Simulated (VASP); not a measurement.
# Li (I4/mmm) in VASP: further runs, part 2 of 2

VASP 6.6.1.

## 4. Single point, PBEsol (strain -0.030 along x and y, +0.030 along z)

The input, INCAR:

```
  ALGO = Normal
  EDIFF = 1E-6
  ENCUT = 520
  GGA = PS
  ISIF = 2
  ISMEAR = 0
  LASPH = True
  LCHARG = False
  LREAL = False
  LWAVE = False
  NBANDS = 8
  NELM = 60
  PREC = Accurate
  SIGMA = 0.15
```

The input, KPOINTS:

```
k-points
0
Gamma
  18 18 18
```

The input, POSCAR:

```
Li
1.0
    0.0000000000      2.1359400000      2.2680600000
    2.1359400000      0.0000000000      2.2680600000
    2.1359400000      2.1359400000      0.0000000000
Li
1
Direct
    0.0000000000      0.0000000000      0.0000000000
```

Potentials or basis: VASP PAW PBE potentials, release 64 (Li_sv).

Command:

```sh
> cat potpaw_PBE.64/Li_sv/POTCAR > POTCAR
> mpirun -np 1 vasp_std > vasp.out
```

OUTCAR:

```text
EDIFF = 1E-6
   ENCUT = 520
   GGA = PS
   ISIF = 2
   ISMEAR = 0
   LASPH = True
   LREAL = False
   NELM = 60
   PREC = Accurate

 ion  position               nearest neighbor table
   1  0.000  0.000  0.000-

  LATTYP: Found a body centered tetragonal cell.
 ALAT       =     3.0206753164
 C/A-ratio  =     1.5016906899

  Lattice vectors:

 A1 = (  -2.1359400000,   0.0000000000,   2.2680600000)
 A2 = (   2.1359400000,   0.0000000000,   2.2680600000)
 A3 = (   0.0000000000,   2.1359400000,  -2.2680600000)

[... 442 lines left out ...]

 [... further k-points ...]

------------------------ aborting loop because EDIFF is reached ----------------------------------------

  FORCE on cell =-STRESS in cart. coord.  units (eV):
  Direction    XX          YY          ZZ          XY          YZ          ZX
  --------------------------------------------------------------------------------------
  -------------------------------------------------------------------------------------
  Total       -0.0350332     -0.0350332     -0.0891643      0.0000000      0.0000000      0.0000000
  in kB       -2.7122349     -2.7122349     -6.9030177      0.0000000      0.0000000      0.0000000
  external PRESSURE =      -4.1091625 kB  Pullay stress =       0.0000000 kB

 VOLUME and BASIS-vectors are now :
 -----------------------------------------------------------------------------
  energy-cutoff  :      520.00
  volume of cell :       20.69
      direct lattice vectors                 reciprocal lattice vectors
     0.000000000  2.135940000  2.268060000    -0.234088973  0.234088973  0.220452722
     2.135940000  0.000000000  2.268060000     0.234088973 -0.234088973  0.220452722
     2.135940000  2.135940000  0.000000000     0.234088973  0.234088973 -0.220452722

 POSITION                                       TOTAL-FORCE (eV/Angst)
 -----------------------------------------------------------------------------------
      0.00000      0.00000      0.00000        -0.000000      0.000000      0.000000
 -----------------------------------------------------------------------------------
    total drift:                               -0.000000      0.000000      0.000000

  FREE ENERGIE OF THE ION-ELECTRON SYSTEM (eV)
  ---------------------------------------------------
  free  energy   TOTEN  =        -1.9698424231 eV

  energy  without entropy=       -1.9649207017  energy(sigma->0) =       -1.96738156
```

OSZICAR:

```text
N       E                     dE             d eps       ncg     rms          rms(c)
DAV:   1    -0.206576060181E+00   -0.20658E+00   -0.70682E+02  7704   0.256E+02
DAV:   2    -0.194669133881E+01   -0.17401E+01   -0.16924E+01 11128   0.345E+01
DAV:   3    -0.197207948552E+01   -0.25388E-01   -0.25367E-01  8968   0.314E+00
DAV:   4    -0.197238260635E+01   -0.30312E-03   -0.30311E-03 11864   0.297E-01
DAV:   5    -0.197238420742E+01   -0.16011E-05   -0.16011E-05  9376   0.128E-02    0.361E-01
DAV:   6    -0.197058916381E+01    0.17950E-02   -0.64568E-04 11192   0.108E-01    0.200E-01
DAV:   7    -0.196983107634E+01    0.75809E-03   -0.13792E-03  9800   0.175E-01    0.278E-02
DAV:   8    -0.196984449546E+01   -0.13419E-04   -0.15694E-04  9328   0.730E-02    0.530E-03
DAV:   9    -0.196984290060E+01    0.15949E-05   -0.16236E-06 10184   0.783E-03    0.743E-04
DAV:  10    -0.196984242313E+01    0.47747E-06   -0.71722E-08  6264   0.213E-03
   1 F= -.19698424E+01 E0= -.19673816E+01  d E =-.492172E-02
```

stdout:

```text
POSCAR found type information on POSCAR Li
 POSCAR found :  1 types and       1 ions
 scaLAPACK will be used
 -----------------------------------------------------------------------------
|                                                                             |
|                                                                             |
|     You enforced a specific xc type in the INCAR file but a different       |
|     I HOPE YOU KNOW WHAT YOU ARE DOING!                                     |
|                                                                             |
 -----------------------------------------------------------------------------

 LDA part: xc-table for (Slater+PW92), standard interpolation
 POSCAR, INCAR and KPOINTS ok, starting setup
 FFT: planning ... GRIDC
 FFT: planning ... GRID_SOFT
 FFT: planning ... GRID
 WAVECAR not read
 entering main loop
```

Wall time 17 s (1 thread of Intel Xeon 6975P-C (Granite Rapids), shared host); peak memory 0.17 GiB.

Results:

- Free energy: -1.9698 eV
- Band gap on the k mesh: zero (an odd number of electrons rules out a gap without spin polarisation)

Levels at points of the mesh, in eV from the Fermi level:
| k point | band 1 | band 2 | band 3 | band 4 | band 5 | band 6 |
| --- | --- | --- | --- | --- | --- | --- |
| (0.00, 0.00, 0.00) | -45.95 | -3.53 | 14.16 | 14.16 | 14.19 | 17.87 |
| (0.50, 0.00, 0.00) | -45.93 | -0.01 | 2.87 | 11.86 | 12.98 | 15.67 |
| (0.50, 0.50, 0.00) | -45.93 | 1.03 | 4.12 | 8.90 | 8.90 | 11.05 |
| (0.50, 0.00, 0.50) | -45.93 | 1.77 | 4.90 | 7.92 | 8.22 | 10.24 |

Caveat: the cell differs from its parent crystal (strain -0.030 along x and y, +0.030 along z); the cutoff is under 1.25 times the usual one of these potentials, so pressure, stress and relaxed cells hold a basis-set (Pulay) error; the PAW data sets were made with another functional, which shifts forces and pressure a little.

## 5. Single point, PBEsol (strain -0.015 along x and y, +0.000 along z)

The input, INCAR:

```
ALGO     = Normal         # electronic algorithm
EDIFF    = 1E-7           # SCF threshold, eV
ENCUT    = 520            # plane-wave cutoff, eV
GGA      = PS             # functional
ISIF     = 2              # what is computed and relaxed
ISMEAR   = 0              # smearing method
LASPH    = T              # aspherical terms in the spheres
LCHARG   = T              # write CHGCAR
LELF     = T              # ELF
LREAL    = F              # projectors in reciprocal space
LVHAR    = T            
LWAVE    = F              # write WAVECAR
NBANDS   = 8              # bands
NELM     = 100            # most SCF steps
PREC     = Accurate       # precision mode
SIGMA    = 0.15           # smearing width, eV
```

KPOINTS is that of step 4.

The input, POSCAR:

```
Li
1.0
    0.0000000000      2.1689700000      2.2020000000
    2.1689700000      0.0000000000      2.2020000000
    2.1689700000      2.1689700000      0.0000000000
Li
1
Direct
    0.0000000000      0.0000000000      0.0000000000
```

Command:

```sh
> cat potpaw_PBE.64/Li_sv/POTCAR > POTCAR
> mpirun -np 1 vasp_std > vasp.out
```

It took 20 s on 1 thread of Intel Xeon 6975P-C (Granite Rapids), shared host; peak memory 0.17 GiB.

Results (log left out):

```
Free energy            : -1.9707 eV
Band gap on the k mesh : zero (an odd number of electrons rules out a gap without spin polarisation)
```

Levels at points of the mesh, in eV from the Fermi level:
```csv
k point,band 1,band 2,band 3,band 4,band 5,band 6,band 7
"(0.00, 0.00, 0.00)",-45.96,-3.53,14.14,14.14,14.16,17.92,17.98
"(0.50, 0.00, 0.00)",-45.94,-0.02,2.86,12.32,12.58,16.17,16.49
"(0.50, 0.50, 0.00)",-45.93,1.38,4.50,8.45,8.45,10.61,15.25
"(0.50, 0.00, 0.50)",-45.93,1.57,4.69,8.21,8.28,10.40,15.07
```

Caveat: the cell differs from its parent crystal (strain -0.015 along x and y, +0.000 along z); the cutoff is under 1.25 times the usual one of these potentials, so pressure, stress and relaxed cells hold a basis-set (Pulay) error; the PAW data sets were made with another functional, which shifts forces and pressure a little.

## 6. Overview

```tsv
cell	gap on the mesh (eV)
a = 3.044, b = 3.044, c = 3.067 Å, angles 59.7, 59.7, 60.5°, 1 atom	none
a = 3.092, b = 3.092, c = 3.021 Å, angles 60.8, 60.8, 58.5°, 1 atom	none
a = 3.115, b = 3.115, c = 3.021 Å, angles 61.0, 61.0, 58.0°, 1 atom	none
a = 3.091, b = 3.091, c = 3.067 Å, angles 60.3, 60.3, 59.5°, 1 atom	none
```

Alike in all rows: task single point; level PBEsol; potentials or basis VASP PAW PBE potentials, release 64 (Li_sv); no spin polarisation; k mesh 18 × 18 × 18; cutoff (eV) 520; smearing gaussian 0.15 eV.

Caveats: the cutoff is under 1.25 times the usual one of these potentials, so pressure, stress and relaxed cells hold a basis-set (Pulay) error; the PAW data sets were made with another functional, which shifts forces and pressure a little.

Total energies depend on the potentials used, so only differences within one code and one set of settings carry meaning.
